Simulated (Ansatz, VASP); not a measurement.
Ga2As2C: VASP beside Ansatz

The input INCAR:

```
PREC = Accurate ; ENCUT = 520
EDIFF = 1E-6 ; ISMEAR = 0
SIGMA = 0.05 ; LREAL = False
LASPH = True ; NELM = 150
ALGO = Normal ; ISIF = 2
LWAVE = False ; LCHARG = True
ISPIN = 2 ; MAGMOM = 0 0 0 0 2
LORBIT = 11 ; LDIPOL = True
IDIPOL = 3 ; DIPOL = 0.5 0.5 0.321
GGA = PE ; LELF = True
LVHAR = True ; LVACPOTAV = True
NBANDS = 32
```

The input KPOINTS:

```
Automatic mesh
0
Gamma
  7 7 1
```

Contents of POSCAR:

```
Ga2As2C
1.0
    4.0629609260      0.0000000000      0.0000000000
    0.0000000000      4.0629609260      0.0000000000
    0.0000000000      0.0000000000     21.3904986572
As Ga C
2 2 1
Direct
    0.0000000000      0.5000000000      0.1869989131
    0.5000000000      0.0000000000      0.3264810857
    0.5000000000      0.5000000000      0.2541536641
    0.0000000000      0.0000000000      0.3922535324
    0.3333333333      0.0000000000      0.4446132280
```

Input for Ansatz:

```yaml
crystal:
  lattice:
    - [4.062960926, 0.0, 0.0]
    - [0.0, 4.062960926, 0.0]
    - [0.0, 0.0, 21.3904986572]
  atoms:
    - { symbol: As, position: [0.0, 0.5, 0.1869989131] }
    - { symbol: Ga, position: [0.5, 0.5, 0.2541536641] }
    - { symbol: As, position: [0.5, 0.0, 0.3264810857] }
    - { symbol: Ga, position: [0.0, 0.0, 0.3922535324] }
    - { symbol: C, position: [0.3333333333, 0.0, 0.444613228], spin: 2.0 }
basis:
  ecutwfc: 420
kpoints:
  mp_grid: { grid: [7, 7, 1] }
hamiltonian:
  xc: pbe
  pseudopotentials: { kind: paw, azcp: { folder: soft_1 } }
scf:
  occupations: { method: gaussian, width: 0.05 }
output:
  forces: true
  eigenvalues: true
  populations: true
magnetization:
  spin_polarized: true
efield:
  axis: 3
  dipole_correction: true
  ramp_width: 0.04
```

Alike in both runs: task single point; functional PBE; k mesh 7 × 7 × 1; occupations gaussian, width 0.05 eV; collinear spin.

```csv
,VASP,Ansatz
version,VASP 6.6.1,Ansatz 0.2.0
potentials or method,"VASP PAW PBE potentials, release 64 (As, Ga_d, C), cutoff 520 eV","scalar-relativistic, plane waves, PAW"
valence electrons in the cell,40,60
```

Ansatz gave:

```
gap on the k mesh at the Fermi level (eV)                     : none
rms of the force components (eV/Å)                            : 1.518
net moment per atom (μB)                                      : 0.22
size of the moment on the site where the two differ most (μB) : 0.01
work function, face that differs most (eV)                    : 6.35
```

Problem. Estimate VASP's values.

Solution. gap on the k mesh at the Fermi level (eV): none; rms of the force components (eV/Å): 1.489; net moment per atom (μB): 0.22; size of the moment on the site where the two differ most (μB): 0.07; work function, face that differs most (eV): 6.34.

Site moments also hang on the region over which each program counts them. A gap of «none» marks a metal or a gap that the smearing closes. With one functional, cell and mesh, what is left measures potentials, basis and numerics. VASP's potentials hold 40 valence electrons a cell and Ansatz's 60, so a difference there can come from the potentials and not from the codes. Ansatz's warnings: stability check not made.
